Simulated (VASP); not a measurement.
**TiAl: relaxation of cell and atoms with RPBE+D4**

TiAl:

```
Ti Al
1.0
     3.17906    0.00000    0.00000
     0.00000    3.17906    0.00000
     0.00000    0.00000    3.17906
Ti Al
1 1
Cartesian
  0.0000 0.0000 0.0000
  1.5895 1.5895 1.5895
```

| Item | Value |
| --- | --- |
| Program | VASP 6.6.1 |
| Task | relaxation of cell and atoms |
| Functional | RPBE |
| Dispersion | D4 |
| Potentials or basis | VASP PAW PBE potentials, release 64 (Ti_sv, Al) |
| Cutoff | 600 eV |
| k mesh | 8 × 8 × 8 |
| Occupations | fermi-dirac, width 0.05 eV |
| Spin | no spin polarisation |
| Dipole correction | no |
| Further INCAR settings | ALGO = Normal; EDIFF = 1e-06; IBRION = 2; EDIFFG = -0.01; NSW = 60; ISIF = 3 |

```
Relaxed volume                         : 15.80 Å³/atom
Relaxed cell                           : a = 3.162 Å, b = 3.162 Å, c = 3.162 Å, α = 90.00°, β = 90.00°, γ = 90.00°
Space group after relaxing (to 0.05 Å) : Pm-3m (No. 221)
Energy gained by relaxing              : 1.6 meV/atom
Ionic steps                            : 3
Pressure after relaxing                : 0.0 GPa
Dispersion energy per atom             : -0.544 eV
```

The path:
```csv
step,energy change (eV),largest force (eV/Å),pressure (GPa),volume (Å³)
1,0.0000,0.0000,-1.91,32.13
2,-0.0017,0.0000,1.30,31.25
3,-0.0031,0.0000,0.03,31.60
```

Final structure:
```xyz
2
Lattice="3.1615 0.0000 0.0000 0.0000 3.1615 0.0000 0.0000 0.0000 3.1615" Properties=species:S:1:pos:R:3 pbc="T T T"
Ti    0.0000    0.0000    0.0000
Al    1.5808    1.5808    1.5808
```

Levels at points of the mesh, in eV from the Fermi level:
| k point | band 4 | band 5 | band 6 | band 7 | band 8 | band 9 | band 10 | band 11 |
| --- | --- | --- | --- | --- | --- | --- | --- | --- |
| (0.00, 0.00, 0.00) | -33.14 | -9.36 | -1.49 | -1.49 | 1.86 | 1.86 | 1.86 | 4.50 |
| (0.50, 0.00, 0.00) | -33.12 | -6.07 | -5.26 | -0.57 | 0.17 | 0.17 | 2.07 | 3.05 |
| (0.50, 0.50, 0.00) | -33.11 | -5.05 | -2.14 | -2.14 | -1.50 | 0.73 | 0.73 | 2.78 |
| (0.50, 0.50, 0.50) | -33.27 | -3.15 | -3.15 | -3.15 | 0.80 | 2.85 | 2.85 | 2.93 |

Run time: 88 s on 1 thread of AMD EPYC 7R13 (shared host), peak memory 0.14 GiB.

Caveat: the PAW data sets were made with another functional, which shifts forces and pressure a little; pairwise dispersion overbinds metals, which lowers pressure and volume.
